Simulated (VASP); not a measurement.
Set up this calculation in VASP 6.6.1, as the native input.

* Task: single point
* Functional: r2SCAN
* Potentials or basis: VASP PAW PBE potentials, release 64 (Al, N)
* Cutoff: 520 eV
* k mesh: 5 × 7 × 3
* Occupations: gaussian, width 0.05 eV
* Spin: no spin polarisation
* Dipole correction: no
* Further INCAR settings: ALGO = Normal; EDIFF = 1e-06; NBANDS = 36

The system is AlN.

```
Al N
1.0
     4.36980    0.00000    0.00000
     0.00000    2.18490   -2.18490
     0.00000    9.73668    9.73668
Al N
6 6
Direct
  0.00000 0.00000 0.16829
  0.50000 0.50000 0.28049
  0.00000 0.00000 0.39269
  0.50000 0.50000 0.50489
  0.00000 0.00000 0.61709
  0.50000 0.50000 0.05609
  0.75000 0.00000 0.28049
  0.25000 0.50000 0.39269
  0.75000 0.00000 0.50489
  0.25000 0.50000 0.61709
  0.75000 0.00000 0.05609
  0.25000 0.50000 0.16829
```

This cell differs from its parent crystal: the distance across one plane changed.

These files were run (other wordings do the same):

POSCAR

```
AlN
1.0
    4.3698012523      0.0000000000      0.0000000000
    0.0000000000      2.1849006262     -2.1849006262
    0.0000000000      9.7366823938      9.7366823938
Al N
6 6
Direct
    0.0000000000      0.0000000000      0.1682879402
    0.5000000000      0.5000000000      0.2804873803
    0.0000000000      0.0000000000      0.3926868204
    0.5000000000      0.5000000000      0.5048862605
    0.0000000000      0.0000000000      0.6170857006
    0.5000000000      0.5000000000      0.0560885001
    0.7500000000      0.0000000000      0.2804873803
    0.2500000000      0.5000000000      0.3926868204
    0.7500000000      0.0000000000      0.5048862605
    0.2500000000      0.5000000000      0.6170857006
    0.7500000000      0.0000000000      0.0560885001
    0.2500000000      0.5000000000      0.1682879402
```

INCAR.step1

```
PREC = Accurate
ENCUT = 520
ISMEAR = 0
SIGMA = 0.05
LREAL = F
LASPH = T
NELM = 80
NBANDS = 36
GGA = PE
ALGO = Normal
EDIFF = 1E-4
LWAVE = T
LCHARG = F
```

INCAR.step2

```
PREC = Accurate
ENCUT = 520
EDIFF = 1E-6
ISMEAR = 0
SIGMA = 0.05
LREAL = F
LASPH = T
NELM = 80
ALGO = Normal
ISIF = 2
LWAVE = F
LCHARG = F
METAGGA = R2SCAN
LMIXTAU = T
NBANDS = 36
ISTART = 1
```

KPOINTS

```
regular mesh
0
Gamma
  5 7 3
```

Potentials or basis: VASP PAW PBE potentials, release 64 (Al, N).

Command:

```console
$ cat potpaw_PBE.64/Al/POTCAR potpaw_PBE.64/N/POTCAR > POTCAR
$ cp INCAR.step1 INCAR
$ mpirun -np 1 vasp_std > vasp.out
$ cp INCAR.step2 INCAR
$ mpirun -np 1 vasp_std > vasp.out
```

Results of the run:

```
Pressure               : -4.4 GPa
Largest force          : 3.304 eV/Å
Band gap on the k mesh : 1.76 eV (least direct gap 2.04 eV)
```

Caveat: the cell differs from its parent crystal (the distance across one plane changed); the cell stands under tension; the PAW data sets were made with another functional, which shifts forces and pressure a little.

Run time: 7.5 min on 1 thread of Intel Xeon 8259CL, on a shared host, peak memory 0.36 GiB.
